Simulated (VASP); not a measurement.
Wanted: the native input for a VASP 6.6.1 run.

- Task: single point
- Functional: PBE
- Dispersion: D3(BJ)
- Potentials or basis: VASP PAW PBE potentials, release 64 (N, B)
- Cutoff: 520 eV
- k mesh: 6 × 8 × 1
- Occupations: gaussian, width 0.05 eV
- Spin: no spin polarisation
- Dipole correction: yes
- Further INCAR settings: ALGO = Normal; EDIFF = 1e-06; NBANDS = 42

The structure of B3N4 lies in POSCAR:

```
B3N4
1.0
    5.0107822389      0.0000000000      0.0000000000
   -1.2526955597      3.3759068817      0.0000000000
    0.0000000000      0.0000000000     23.4409409452
N B
8 6
Direct
    0.0225224603      0.0900898411      0.1706416141
    0.5225224603      0.0900898411      0.1706416141
    0.3069455752      0.2277823008      0.2610541488
    0.8069455752      0.2277823008      0.2610541488
    0.0866484587      0.3466275527      0.3533460338
    0.5866484587      0.3466275527      0.3533460338
    0.7187108248      1.1248772852      0.5264695207
    0.7187108248      1.1248772852      0.5733959646
    0.2842051402      0.1368205610      0.2007528062
    0.7842051402      0.1368205610      0.2007528062
    0.0673540684      0.2694189847      0.2895469474
    0.5673540684      0.2694189847      0.2895469474
    0.3437108248      0.3748772852      0.3814241487
    0.8437108248      0.3748772852      0.3814241487
```

These files were run (other wordings do the same):

INCAR

```
ALGO     = Normal         # electronic algorithm
DIPOL    = 0.5 0.5 0.315
EDIFF    = 1E-6           # SCF threshold, eV
ENCUT    = 520            # plane-wave cutoff, eV
GGA      = PE             # functional
IDIPOL   = 3            
ISIF     = 2              # what is computed and relaxed
ISMEAR   = 0              # smearing method
IVDW     = 12             # dispersion correction
LASPH    = T              # aspherical terms in the spheres
LCHARG   = F              # write CHGCAR
LDIPOL   = T            
LREAL    = F              # projectors in reciprocal space
LWAVE    = F              # write WAVECAR
NBANDS   = 42             # bands
NELM     = 100            # most SCF steps
PREC     = Accurate       # precision mode
SIGMA    = 0.05           # smearing width, eV
```

KPOINTS

```
k-points
0
Gamma
  6 8 1
```

Potentials or basis: VASP PAW PBE potentials, release 64 (N, B).

Command:

```sh
$ cat potpaw_PBE.64/N/POTCAR potpaw_PBE.64/B/POTCAR > POTCAR
$ mpirun -np 1 vasp_std > vasp.out
```

It gave:

| Quantity | Value |
| --- | --- |
| Largest force | 4.016 eV/Å |
| Band gap on the k mesh | zero (bands 29 and 30 overlap by 0.43 eV) |
| Dispersion energy per atom | -0.102 eV |

Caveat: the standard files for N, O and F lose accuracy on very short bonds.

Wall time 18 min on 1 thread of Intel(R) Xeon(R) Platinum 8259CL CPU @ 2.50GHz (Skylake/Cascade Lake) (shared host), peak memory 0.69 GiB.
